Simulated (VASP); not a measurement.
## AlP: single point with RPBE

Crystal: AlP.

```xyz
2
Lattice="0.0000 2.7255 2.7255 2.7255 0.0000 2.7255 2.7255 2.7255 0.0000" Properties=species:S:1:pos:R:3 pbc="T T T"
Al    0.0000    0.0000    0.0000
P     1.3627    1.3627    1.3627
```

| Item | Value |
| --- | --- |
| Program | VASP 6.6.1 |
| Task | single point |
| Functional | RPBE |
| Potentials or basis | VASP PAW PBE potentials, release 64 (Al, P) |
| Cutoff | 500 eV |
| k mesh | 8 × 8 × 8 |
| Occupations | gaussian, width 0.01 eV |
| Spin | no spin polarisation |
| Dipole correction | no |
| Further INCAR settings | ALGO = Normal; EDIFF = 1e-06; NBANDS = 11 |

```json
{"Pressure": "4.2 GPa", "Band gap on the k mesh": "1.65 eV, indirect (least direct gap 3.49 eV)"}
```

Levels at points of the mesh, in eV from the valence-band top:
```tsv
k point	band 2	band 3	band 4	band 5	band 6	band 7
(0.00, 0.00, 0.00)	0.00	0.00	0.00	3.49	4.60	4.60
(0.50, 0.00, 0.00)	-5.51	-0.76	-0.76	2.93	4.85	4.85
(0.50, 0.50, 0.00)	-5.29	-2.10	-2.10	1.65	2.54	11.20
```

Wall time 10 s on 1 thread of Intel(R) Xeon(R) Platinum 8488C (Sapphire Rapids), on a shared host, peak memory 0.15 GiB.

Caveat: the PAW data sets were made with another functional, which shifts forces and pressure a little. RPBE gaps usually lie below the measured ones, often by a third to a half.
